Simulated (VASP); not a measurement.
# Si2N (Immm) in VASP: further runs

The runs below take Si2N through single point, with PBE.

All numbers are computed with VASP 6.6.1; they aren't measurements. Logs are shortened: lines on timing, memory, paths and dates and some standing lists are left out, and cuts for length are marked.

## Step 1: The cell of the first run

The structure is orthorhombic, space group Immm (No. 71). The conventional cell has a = 2.794 Å, b = 4.734 Å, c = 7.922 Å, α = 90.00°, β = 90.00°, γ = 90.00°. Si (site symmetry m) has 3 Si at 1.66 to 1.72 Å and 1 N at 1.67 Å within 2.2 Å. N (site symmetry m2m) has 1 N at 1.62 Å and 2 Si at 1.67 Å within 2.2 Å.

## Step 2: Single point, PBE

Input file INCAR:

```
PREC     = Accurate       # precision mode
ENCUT    = 520            # plane-wave cutoff, eV
EDIFF    = 1E-6           # SCF threshold, eV
ISMEAR   = 0              # smearing method
SIGMA    = 0.1            # smearing width, eV
LREAL    = False          # projectors in reciprocal space
LASPH    = True           # aspherical terms in the spheres
NELM     = 100            # most SCF steps
ALGO     = Normal         # electronic algorithm
ISIF     = 2              # what is computed and relaxed
LWAVE    = False          # write WAVECAR
LCHARG   = False          # write CHGCAR
GGA      = PE             # functional
NBANDS   = 22             # bands
```

Input file KPOINTS:

```
regular mesh
0
Gamma
  8 8 8
```

Input file POSCAR:

```
Si2N
1.0
   -1.3971101700      2.3669189300      3.9612067100
    1.3971101700     -2.3669189300      3.9612067100
    1.3971101700      2.3669189300     -3.9612067100
Si N
4 2
Direct
    0.8915721100      0.2101918600      0.6813802500
    0.4711883900      0.7898081400      0.6813802500
    0.5288116100      0.2101918600      0.3186197500
    0.1084278900      0.7898081400      0.3186197500
    0.3290336300      0.0000000000      0.3290336300
    0.6709663700      0.0000000000      0.6709663700
```

Potentials or basis: VASP PAW PBE potentials, release 64 (Si, N).

Started as:

```bash
cat potpaw_PBE.64/Si/POTCAR potpaw_PBE.64/N/POTCAR > POTCAR
mpirun -np 1 vasp_std > vasp.out
```

OUTCAR:

```text
PREC = Accurate
   ENCUT = 520
   EDIFF = 1E-6
   ISMEAR = 0
   LREAL = False
   LASPH = True
   NELM = 100
   ISIF = 2
   GGA = PE

 ion  position               nearest neighbor table
   1  0.892  0.210  0.681-   4 1.66   4 1.66   6 1.67   3 1.72   5 2.36   2 2.82   2 2.82   2 2.82
                             2 2.82   3 3.02
   2  0.471  0.790  0.681-   3 1.66   3 1.66   6 1.67   4 1.72   5 2.36   1 2.82   1 2.82   1 2.82
                             1 2.82   4 3.02
   3  0.529  0.210  0.319-   2 1.66   2 1.66   5 1.67   1 1.72   6 2.36   4 2.82   4 2.82   4 2.82
                             4 2.82   1 3.02
   4  0.108  0.790  0.319-   1 1.66   1 1.66   5 1.67   2 1.72   6 2.36   3 2.82   3 2.82   3 2.82
                             3 2.82   2 3.02
   5  0.329  0.000  0.329-   6 1.62   3 1.67   4 1.67   2 2.36   1 2.36
   6  0.671  0.000  0.671-   5 1.62   2 1.67   1 1.67   3 2.36   4 2.36

  LATTYP: Found a body centered orthorhombic cell.
 ALAT       =     2.7942203400
 B/A-ratio  =     1.6941533895
 C/A-ratio  =     2.8352858601

  Lattice vectors:

 A1 = (  -1.3971101700,   2.3669189300,   3.9612067100)
 A2 = (   1.3971101700,  -2.3669189300,   3.9612067100)
 A3 = (   1.3971101700,   2.3669189300,  -3.9612067100)

Analysis of symmetry for initial positions (statically):
=====================================================================
 Subroutine PRICEL returns:
 Original cell was already a primitive cell.

 Routine SETGRP: Setting up the symmetry group for a
 body centered orthorhombic supercell.

 Subroutine GETGRP returns: Found  8 space group operations
 (whereof  8 operations were pure point group operations)
 out of a pool of  8 trial point group operations.

The static configuration has the point symmetry D_2h.

Analysis of symmetry for dynamics (positions and initial velocities):
=====================================================================
 Subroutine PRICEL returns:
 Original cell was already a primitive cell.

 Routine SETGRP: Setting up the symmetry group for a
 body centered orthorhombic supercell.

 Subroutine GETGRP returns: Found  8 space group operations
 (whereof  8 operations were pure point group operations)
 out of a pool of  8 trial point group operations.

The dynamic configuration has the point symmetry D_2h.

 Subroutine INISYM returns: Found  8 space group operations
 (whereof  8 operations are pure point group operations),
 and found     1 'primitive' translations

----------------------------------------------------------------------------------------

                                     Primitive cell

  volume of cell :      52.3964

  direct lattice vectors                    reciprocal lattice vectors
    -1.397110170  2.366918930  3.961206710     0.000000000  0.211245089  0.126224163
     1.397110170 -2.366918930  3.961206710     0.357881584  0.000000000  0.126224163
     1.397110170  2.366918930 -3.961206710     0.357881584  0.211245089  0.000000000

  length of vectors
     4.821346352  4.821346352  4.821346352     0.246083374  0.379488823  0.415576365

  position of ions in fractional coordinates (direct lattice)
     0.891572110  0.210191860  0.681380250
     0.471188390  0.789808140  0.681380250
     0.528811610  0.210191860  0.318619750
     0.108427890  0.789808140  0.318619750
     0.329033630  0.000000000  0.329033630
     0.670966370  0.000000000  0.670966370

  ion indices of the primitive-cell ions
   primitive index   ion index
                 1           1
                 2           2
                 3           3
                 4           4
                 5           5
                 6           6

----------------------------------------------------------------------------------------

 KPOINTS: regular mesh

Automatic generation of k-mesh.
 Grid dimensions read from file:
 generate k-points for:    8    8    8

 Generating k-lattice:

  Cartesian coordinates                     Fractional coordinates (reciprocal lattice)
     0.000000000  0.026405636  0.015778020     0.125000000  0.000000000  0.000000000
     0.044735198  0.000000000  0.015778020    -0.000000000  0.125000000  0.000000000
     0.044735198  0.026405636  0.000000000    -0.000000000  0.000000000  0.125000000

  Length of vectors
     0.030760422  0.047436103  0.051947046

  Shift w.r.t. Gamma in fractional coordinates (k-lattice)
     0.000000000  0.000000000  0.000000000

 Subroutine IBZKPT returns following result:
 ===========================================

 Found     95 irreducible k-points:

 Following reciprocal coordinates:
            Coordinates               Weight
  0.000000  0.000000  0.000000      1.000000
  0.125000  0.000000 -0.000000      4.000000
  0.250000  0.000000 -0.000000      4.000000
  0.375000  0.000000  0.000000      4.000000
  0.500000  0.000000 -0.000000      2.000000
 -0.000000  0.125000  0.000000      4.000000
[... 16 lines left out ...]
  0.125000  0.375000  0.000000      8.000000
[... 35 lines left out ...]
   ISMEAR =     0;   SIGMA  =   0.10  broadening in eV -4-tet -1-fermi 0-gaus
   EFERMI_NEDOS =   21; number of points for ismear=-14 and -15
   IALGO  =     38    algorithm
   IMIX   =      4    mixing-type and parameters
     AMIX     =   0.40;   BMIX     =  1.00
     AMIX_MAG =   1.60;   BMIX_MAG =  1.00
  volume/ion in A,a.u.               =       8.73        58.93
  Fermi-wavevector in a.u.,A,eV,Ry     =   1.296081  2.449238 22.855415  1.679826
  Thomas-Fermi vector in A             =   2.427560
   LORBIT       =      0    0 simple, 1 ext, 2 COOP (PROOUT), +10 PAW based schemes
   GGA     = PE    functional components
   LHFCALC =     F    Hartree Fock is set to
   AEXX    =    0.0000 exact exchange contribution
   IVDW    =     0    specifies the selected vdW correction
   LEPSILON=     F    determine dielectric tensor
   LRPA    =     F    only Hartree local field effects (RPA)
 non-spin polarized calculation
 Gauss-broadening in eV      SIGMA  =   0.10
  energy-cutoff  :      520.00
  volume of cell :       52.40
 maximum number of plane-waves:      1424
   NGX = 17   NGY = 17   NGZ = 17

 number of electron      25.9999999 magnetization

 Free energy of the ion-electron system (eV)
  ---------------------------------------------------
  ext. energy  EPLUGINS =         0.00000000
  ---------------------------------------------------
  free energy    TOTEN  =        -0.69269950 eV

  energy without entropy =       -0.68452009  energy(sigma->0) =       -0.68860980

 E-fermi :  12.9369     XC(G=0): -12.1699

 val. band max:       12.9329506934   @ k =   0.3750   0.1250   0.0000
 cond. band min:      12.9620583083   @ k =   0.1250   0.1250   0.0000
 fundamental gap:      0.0291076149
 Fermi energy:        12.9369281359

 k-point     1 :       0.0000    0.0000    0.0000
  band No.  band energies     occupation
      1      -8.7090      2.00000
      2      -2.1107      2.00000
      3      -1.8847      2.00000
      4      -0.1960      2.00000
      5       0.9724      2.00000
      6       3.5307      2.00000
[... 14 lines left out ...]
     21      20.6556      0.00000
     22      22.5064      0.00000

 k-point     2 :       0.1250    0.0000   -0.0000
  band No.  band energies     occupation
      1      -8.6508      2.00000
      2      -2.6377      2.00000
      3      -1.6300      2.00000
      4      -0.4772      2.00000
      5       1.3563      2.00000
      6       3.8481      2.00000
[... 14 lines left out ...]
     21      20.8563      0.00000
     22      22.5461      0.00000

 k-point     3 :       0.2500    0.0000   -0.0000
  band No.  band energies     occupation
      1      -8.4988      2.00000
      2      -3.3351      2.00000
      3      -1.5573      2.00000
      4      -0.9344      2.00000
      5       2.2228      2.00000
      6       4.5353      2.00000
[... 14 lines left out ...]
     21      21.3988      0.00000
     22      22.7186      0.00000
[... 476 lines left out ...]
 k-point    23 :       0.1250    0.3750    0.0000
  band No.  band energies     occupation
      1      -7.5457      2.00000
      2      -1.9353      2.00000
      3      -1.4615      2.00000
      4       2.1009      2.00000
      5       2.6334      2.00000
      6       3.7131      2.00000
[... 14 lines left out ...]
     21      21.0815      0.00000
     22      22.8335      0.00000

 k-point    24 :       0.2500    0.3750   -0.0000
  band No.  band energies     occupation
      1      -7.4718      2.00000
      2      -2.2192      2.00000
      3      -1.4649      2.00000
      4       1.9014      2.00000
      5       2.7124      2.00000
      6       3.9208      2.00000
[... 14 lines left out ...]
     21      21.0408      0.00000
     22      23.2886      0.00000

 [... further k-points ...]

------------------------ aborting loop because EDIFF is reached ----------------------------------------

  FORCE on cell =-STRESS in cart. coord.  units (eV):
  Direction    XX          YY          ZZ          XY          YZ          ZX
  --------------------------------------------------------------------------------------
  -------------------------------------------------------------------------------------
  Total      127.3542879    108.1277201     50.5635904      0.0000000      0.0000000      0.0000000
  in kB     3894.2391605   3306.3292097   1546.1333668      0.0000000      0.0000000      0.0000000
  external PRESSURE =    2915.5672457 kB  Pullay stress =       0.0000000 kB

 VOLUME and BASIS-vectors are now :
 -----------------------------------------------------------------------------
  energy-cutoff  :      520.00
  volume of cell :       52.40
      direct lattice vectors                 reciprocal lattice vectors
    -1.397110170  2.366918930  3.961206710     0.000000000  0.211245089  0.126224163
     1.397110170 -2.366918930  3.961206710     0.357881584  0.000000000  0.126224163
     1.397110170  2.366918930 -3.961206710     0.357881584  0.211245089  0.000000000

 POSITION                                       TOTAL-FORCE (eV/Angst)
 -----------------------------------------------------------------------------------
      0.00000      3.22554      1.66523         0.000000      1.950223    -16.542054
      1.39711      0.85862      2.29598         0.000000      1.950223     16.542054
      0.00000      1.50829      1.66523        -0.000000     -1.950223    -16.542054
      1.39711     -0.85862      2.29598        -0.000000     -1.950223     16.542054
      0.00000      1.55759      0.00000         0.000000      0.278498     -0.000000
      0.00000      3.17625      0.00000         0.000000     -0.278498     -0.000000
 -----------------------------------------------------------------------------------
    total drift:                               -0.000000     -0.000000      0.000000

  FREE ENERGIE OF THE ION-ELECTRON SYSTEM (eV)
  ---------------------------------------------------
  free  energy   TOTEN  =        -0.6926995024 eV

  energy  without entropy=       -0.6845200926  energy(sigma->0) =       -0.68860980
```

It took 43 s on 1 thread of Intel Xeon 6975P-C (Granite Rapids), shared host; peak memory 0.24 GiB.

Results:

| Item | Value |
| --- | --- |
| Free energy | -0.6927 eV |
| Pressure | 291.6 GPa |
| Largest force | 16.657 eV/Å |
| Band gap on the k mesh | zero (band 13 reaches 14.42 eV, above the bottom of band 14 at 12.38 eV) |

Forces in eV/Å, atoms in the order of the input:
```
Si    0.000   1.950 -16.542
Si    0.000   1.950  16.542
Si    0.000  -1.950 -16.542
Si    0.000  -1.950  16.542
N     0.000   0.278   0.000
N     0.000  -0.278   0.000
```

Stress tensor (GPa, compression positive):
```
389.42   0.00   0.00
  0.00 330.63   0.00
  0.00   0.00 154.61
```

Caveat: forces of over 1 eV/Å act on the atoms, so gaps and moduli don't describe the material at rest.

## Step 3: Single point, PBE, collinear spin, ferromagnetic start

This run uses another cell than the first one, of 18.71 Å³/atom, 2.142 times its volume.

Input file INCAR:

```
SYSTEM = Si2N
PREC     = Accurate       ! precision mode
ENCUT    = 520            ! plane-wave cutoff, eV
EDIFF    = 1E-6           ! SCF threshold, eV
ISMEAR   = 0              ! smearing method
SIGMA    = 0.1            ! smearing width, eV
LREAL    = .FALSE.        ! projectors in reciprocal space
LASPH    = .TRUE.         ! aspherical terms in the spheres
NELM     = 150            ! most SCF steps
ALGO     = Normal         ! electronic algorithm
ISIF     = 2              ! what is computed and relaxed
LWAVE    = .FALSE.        ! write WAVECAR
LCHARG   = .FALSE.        ! write CHGCAR
ISPIN    = 2              ! spin polarisation
MAGMOM   = 0 0 0 0 1 1    ! initial moments
LORBIT   = 11             ! projections on sites
GGA      = PE             ! functional
NBANDS   = 26             ! bands
```

Input file KPOINTS:

```
Automatic mesh
0
G
  6 6 6
  0 0 0
```

Input file POSCAR:

```
Si2N
1.0
   -1.9183155356      3.2923051792      4.4425324514
    1.9183155356     -3.2923051792      4.4425324514
    1.9183155356      3.2923051792     -4.4425324514
Si N
4 2
Direct
    0.8683004732      0.1801731535      0.6881273197
    0.5079541662      0.8198268465      0.6881273197
    0.4920458338      0.1801731535      0.3118726803
    0.1316995268      0.8198268465      0.3118726803
    0.2516560722      0.0000000000      0.2516560722
    0.7483439278      0.0000000000      0.7483439278
```

Potentials or basis: VASP PAW PBE potentials, release 64 (Si, N).

Started as:

```bash
cat potpaw_PBE.64/Si/POTCAR potpaw_PBE.64/N/POTCAR > POTCAR
mpirun -np 1 vasp_std > vasp.out
```

Run time: 9.1 min. Hardware: 1 thread of Intel Xeon Platinum 8488C (Sapphire Rapids), shared host; peak memory 0.49 GiB.

Results (log left out):

| Property | Result |
| --- | --- |
| Free energy | -37.8000 eV |
| Pressure | 0.1 GPa |
| Largest force | 0.057 eV/Å |
| Band gap on the k mesh | zero (filled and empty bands overlap) |
| Net moment | 0.00 μB per cell |
| Valence electrons inside the program's atomic spheres | Si 1.68; N 3.82 |

Forces in eV/Å, atoms in the order of the input:
```
Si   0.000  0.032  0.047
Si   0.000  0.032 -0.047
Si   0.000 -0.032  0.047
Si   0.000 -0.032 -0.047
N    0.000  0.003  0.000
N    0.000 -0.003  0.000
```

Stress tensor (GPa, compression positive):
```
 0.16  0.00  0.00
 0.00  0.10  0.00
 0.00  0.00 -0.03
```

Levels at points of the mesh, in eV from the Fermi level:
Spin up:
```tsv
k point	band 9	band 10	band 11	band 12	band 13	band 14	band 15	band 16	band 17	band 18
(0.00, 0.00, 0.00)	-2.56	-2.24	-1.64	-1.36	1.32	1.83	2.09	3.23	3.82	4.22
(0.50, 0.00, 0.00)	-2.76	-2.49	-2.10	-0.39	0.11	0.43	2.44	2.45	3.07	4.14
(0.00, 0.50, 0.00)	-4.16	-3.28	-1.42	-1.35	-1.18	-0.64	3.19	3.42	4.86	4.96
(0.50, 0.50, 0.00)	-3.95	-2.41	-2.13	-1.98	-1.61	0.80	2.29	2.49	4.49	4.98
(0.50, 0.50, 0.50)	-1.81	-1.58	-1.41	-0.62	-0.06	0.99	1.12	2.23	3.27	3.81
```
Spin down:
| k point | band 11 | band 12 | band 13 | band 14 | band 15 | band 16 |
| --- | --- | --- | --- | --- | --- | --- |
| (0.00, 0.00, 0.00) | -1.64 | -1.36 | 1.32 | 1.83 | 2.09 | 3.23 |
| (0.50, 0.00, 0.00) | -2.10 | -0.39 | 0.11 | 0.43 | 2.44 | 2.45 |
| (0.00, 0.50, 0.00) | -1.42 | -1.35 | -1.18 | -0.64 | 3.19 | 3.42 |
| (0.50, 0.50, 0.00) | -2.13 | -1.98 | -1.61 | 0.80 | 2.29 | 2.49 |
| (0.50, 0.50, 0.50) | -1.41 | -0.62 | -0.06 | 0.99 | 1.12 | 2.23 |

## Step 4: Single point, PBE

This run uses another cell than the first one, of 18.81 Å³/atom, 2.154 times its volume.

Input file INCAR:

```
PREC = Accurate ; ENCUT = 520
EDIFF = 1E-7 ; ISMEAR = 0
SIGMA = 0.1 ; LREAL = False
LASPH = True ; NELM = 100
ALGO = Normal ; ISIF = 2
LWAVE = False ; LCHARG = False
GGA = PE ; NBANDS = 22
```

Input file KPOINTS:

```
regular mesh
0
Gamma
  12 12 12
```

Input file POSCAR:

```
Si2N
1.0
   -1.9296589318      3.2985202685      4.4330668626
    1.9296589318     -3.2985202685      4.4330668626
    1.9296589318      3.2985202685     -4.4330668626
Si N
4 2
Direct
    0.8692536257      0.1807812749      0.6884723508
    0.5076910759      0.8192187251      0.6884723508
    0.4923089241      0.1807812749      0.3115276492
    0.1307463743      0.8192187251      0.3115276492
    0.2526313226      0.0000000000      0.2526313226
    0.7473686774      0.0000000000      0.7473686774
```

Started as:

```bash
cat potpaw_PBE.64/Si/POTCAR potpaw_PBE.64/N/POTCAR > POTCAR
mpirun -np 1 vasp_std > vasp.out
```

Wall time 21 min (1 thread of Intel Xeon Platinum 8488C (Sapphire Rapids), shared host); peak memory 0.69 GiB.

The run converged. Its results:

| Item | Value |
| --- | --- |
| Free energy | -37.8063 eV |
| Pressure | -0.1 GPa |
| Largest force | 0.020 eV/Å |
| Band gap on the k mesh | zero (band 13 reaches 4.94 eV, above the bottom of band 14 at 2.97 eV) |

Forces on the atoms (eV/Å):
```
Si   0.000  0.003  0.019
Si   0.000  0.003 -0.019
Si   0.000 -0.003  0.019
Si   0.000 -0.003 -0.019
N    0.000  0.001  0.000
N    0.000 -0.001  0.000
```

Stress tensor (GPa, compression positive):
```
-0.11  0.00  0.00
 0.00 -0.09  0.00
 0.00  0.00  0.05
```

Levels at points of the mesh, in eV from the Fermi level:
| k point | band 9 | band 10 | band 11 | band 12 | band 13 | band 14 | band 15 | band 16 | band 17 | band 18 |
| --- | --- | --- | --- | --- | --- | --- | --- | --- | --- | --- |
| (0.00, 0.00, 0.00) | -2.55 | -2.21 | -1.60 | -1.38 | 1.40 | 1.83 | 2.08 | 3.20 | 3.87 | 4.29 |
| (0.50, 0.00, 0.00) | -2.75 | -2.48 | -2.03 | -0.34 | 0.12 | 0.43 | 2.43 | 2.46 | 3.12 | 4.18 |
| (0.00, 0.50, 0.00) | -4.11 | -3.21 | -1.39 | -1.29 | -1.13 | -0.57 | 3.25 | 3.51 | 4.96 | 5.03 |
| (0.50, 0.50, 0.00) | -3.90 | -2.35 | -2.07 | -1.92 | -1.55 | 0.85 | 2.33 | 2.55 | 4.53 | 5.06 |
| (0.50, 0.50, 0.50) | -1.78 | -1.52 | -1.37 | -0.53 | -0.08 | 1.01 | 1.17 | 2.23 | 3.27 | 3.79 |

## Step 5: The runs side by side

| spin | cell | k mesh | gap on the mesh (eV) | pressure (GPa) | largest force (eV/Å) |
| --- | --- | --- | --- | --- | --- |
| off | a = 4.821 Å, angles 146.3, 121.2, 69.5°, 6 atoms | 8 × 8 × 8 | none | 291.6 | 16.66 |
| collinear, ferromagnetic start | a = 5.853 Å, angles 141.7, 111.5, 81.2°, 6 atoms | 6 × 6 × 6 | none | 0.1 | 0.06 |
| off | a = 5.853 Å, angles 141.5, 111.4, 81.5°, 6 atoms | 12 × 12 × 12 | none | -0.1 | 0.02 |

Alike in all rows: task single point; level PBE; potentials or basis VASP PAW PBE potentials, release 64 (Si, N); cutoff (eV) 520; smearing gaussian 0.1 eV.

Caveats: forces of over 1 eV/Å act on the atoms, so gaps and moduli don't describe the material at rest (some runs).

Total energies depend on the potentials used, so only differences within one code and one set of settings carry meaning.
